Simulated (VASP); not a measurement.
Set up this calculation in VASP 6.6.1, as the native input.

| Item | Value |
| --- | --- |
| Task | electric field gradients |
| Functional | PBE |
| Potentials or basis | VASP PAW PBE potentials, release 64 (Ca_sv, Ge_d, S, O) |
| Cutoff | 520 eV |
| k mesh | 3 × 3 × 3 |
| Occupations | fermi-dirac, width 0.02 eV |
| Spin | no spin polarisation |
| Dipole correction | no |
| Further INCAR settings | LREAL = Auto; ALGO = Normal; EDIFF = 1e-08; NBANDS = 137 |

The structure of CaGeS3O12 lies in POSCAR:

```
CaGeS3O12
1.0
    4.4368653857      2.5616254248      7.1621087700
   -4.4368653857      2.5616254248      7.1621087700
    0.0000000000     -5.1232508496      7.1621087700
Ca Ge S O
2 2 6 24
Direct
    0.3727130300      0.3727130300      0.3727130300
    0.8727130300      0.8727130300      0.8727130300
    0.6475338400      0.6475338400      0.6475338400
    0.1475338400      0.1475338400      0.1475338400
    0.5088486300      0.9459543000      0.2968485700
    0.9459543000      0.2968485700      0.5088486300
    0.2968485700      0.5088486300      0.9459543000
    0.0088486300      0.7968485700      0.4459543000
    0.7968485700      0.4459543000      0.0088486300
    0.4459543000      0.0088486300      0.7968485700
    0.4900127000      0.1066095600      0.3177520900
    0.1066095600      0.3177520900      0.4900127000
    0.3177520900      0.4900127000      0.1066095600
    0.9900127000      0.8177520900      0.6066095600
    0.8177520900      0.6066095600      0.9900127000
    0.6066095600      0.9900127000      0.8177520900
    0.4730800100      0.8353115900      0.7709413700
    0.8353115900      0.7709413700      0.4730800100
    0.7709413700      0.4730800100      0.8353115900
    0.9730800100      0.2709413700      0.3353115900
    0.2709413700      0.3353115900      0.9730800100
    0.3353115900      0.9730800100      0.2709413700
    0.3955511400      0.1727458400      0.6485349100
    0.1727458400      0.6485349100      0.3955511400
    0.6485349100      0.3955511400      0.1727458400
    0.8955511400      0.1485349100      0.6727458400
    0.1485349100      0.6727458400      0.8955511400
    0.6727458400      0.8955511400      0.1485349100
    0.5106727600      0.7821014300      0.4747882200
    0.7821014300      0.4747882200      0.5106727600
    0.4747882200      0.5106727600      0.7821014300
    0.0106727600      0.9747882200      0.2821014300
    0.9747882200      0.2821014300      0.0106727600
    0.2821014300      0.0106727600      0.9747882200
```

One way to write it, as run:

INCAR

```
SYSTEM = CaGeS3O12
PREC = Accurate
ENCUT = 520
EDIFF = 1E-8
ISMEAR = -1
SIGMA = 0.02
LREAL = Auto
LASPH = .True.
NELM = 60
ALGO = Normal
ISIF = 2
LWAVE = .False.
LCHARG = .False.
GGA = PE
LEFG = .True.
NBANDS = 137
```

KPOINTS

```
regular mesh
0
Gamma
  3 3 3
  0 0 0
```

Potentials or basis: VASP PAW PBE potentials, release 64 (Ca_sv, Ge_d, S, O).

The run is started by

```console
$ cat potpaw_PBE.64/Ca_sv/POTCAR potpaw_PBE.64/Ge_d/POTCAR potpaw_PBE.64/S/POTCAR potpaw_PBE.64/O/POTCAR > POTCAR
$ mpirun -np 1 vasp_std > vasp.out
```

It gave:

The pressure is 1.0 GPa, the largest force is 0.434 eV/Å and the band gap on the k mesh is 1.46 eV. The largest electric field gradient by atom is Ca +30.3; Ge +1.1; S -50.3; O +124.0, +175.7, +126.1, +166.8 (each value once) V/Å².

Caveat: without QUAD_EFG the Cq values of the log hold for a quadrupole moment of 1 mb, not for the nuclei.

Wall time 24 min on 1 thread of Intel(R) Xeon(R) Platinum 8259CL CPU @ 2.50GHz (Skylake/Cascade Lake), on a shared host, peak memory 0.85 GiB.
